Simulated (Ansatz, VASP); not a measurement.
F in VASP and in Ansatz

```xyz
4
Lattice="3.1493 -1.8100 -0.2429 3.1493 1.8100 -0.2429 -2.3680 0.0000 7.2486" Properties=species:S:1:pos:R:3 pbc="T T T"
F     0.3118    0.0000    0.6402
F     3.6188    0.0000    6.1226
F     1.7533    0.0000    4.0600
F     2.1773    0.0000    2.7028
```

Change from the starting cell: volume 20.139 Å^3 an atom, stretch along a over the lengths across it, relative to the relaxed cell 1.0000.

Alike in both runs: task single point; functional PBEsol; k mesh 4 × 4 × 2; occupations gaussian, width 0.05 eV; no spin polarisation.

```csv
,VASP,Ansatz
version,VASP 6.6.1,Ansatz 0.2.0
potentials or method,"VASP PAW PBE potentials, release 64 (F_h), cutoff 910 eV","scalar-relativistic, plane waves, PAW"
valence electrons in the cell,28,28
```

VASP gave:

| Property | Result |
| --- | --- |
| gap on the k mesh at the Fermi level (eV) | 2.86 |
| least direct gap on the mesh (eV) | 2.94 |
| rms of the force components (eV/Å) | 0.424 |

Q: Which values does Ansatz return?

A: gap on the k mesh at the Fermi level (eV): 2.86; least direct gap on the mesh (eV): 2.94; rms of the force components (eV/Å): 0.443.

VASP's potentials were made for PBE, not for PBEsol. Atom by atom the forces differ by 0.019 eV/Å (rms over components). With one functional, cell and mesh, what is left measures potentials, basis and numerics.

The k mesh is coarse, so the values compare programs but aren't converged. Noted on VASP's run: the cutoff is short for stress, so the pressure is rough.
